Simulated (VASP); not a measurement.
Write the native input for VASP 6.6.1 that does the following.

- Task: single point
- Functional: PBEsol
- Potentials or basis: VASP PAW PBE potentials, release 64 (C)
- Cutoff: 600 eV
- k mesh: 18 × 18 × 6
- Occupations: gaussian, width 0.15 eV
- Spin: no spin polarisation
- Dipole correction: no
- Further INCAR settings: ALGO = Normal; EDIFF = 1e-06; NBANDS = 16

The structure of C lies in POSCAR:

```
C
1.0
    1.2294745828     -2.1290849001      0.0000000000
    1.2294745828      2.1290849001      0.0000000000
    0.0000000000      0.0000000000      7.3778161753
C
4
Direct
    0.1487156866      0.7819864188      0.7498449277
    0.5179276194      0.5513702752      0.2501554851
    0.8512843134      0.2180135812      0.2501550723
    0.4820723806      0.4486297248      0.7498445149
```

These files were run (other wordings do the same):

INCAR

```
SYSTEM = C
PREC = Accurate
ENCUT = 600
EDIFF = 1E-6
ISMEAR = 0
SIGMA = 0.15
LREAL = .False.
LASPH = .True.
NELM = 120
ALGO = Normal
ISIF = 2
LWAVE = .False.
LCHARG = .False.
GGA = PS
NBANDS = 16
GGA_COMPAT = .False.
```

KPOINTS

```
Automatic mesh
0
Gamma
  18 18 6
  0 0 0
```

Potentials or basis: VASP PAW PBE potentials, release 64 (C).

The run is started by

```sh
$ cat potpaw_PBE.64/C/POTCAR > POTCAR
$ mpirun -np 1 vasp_std > vasp.out
```

It gave:

The pressure is 0.3 GPa and the largest force is 0.005 eV/Å.

Caveat: this functional lacks dispersion, which binds layers or chains, so the pressure and a relaxed spacing across them are unreliable; the PAW data sets were made with another functional, which shifts forces and pressure a little.

Wall time 3.9 min on 1 thread of Intel(R) Xeon(R) 6975P-C (Granite Rapids) (shared host), peak memory 0.58 GiB.
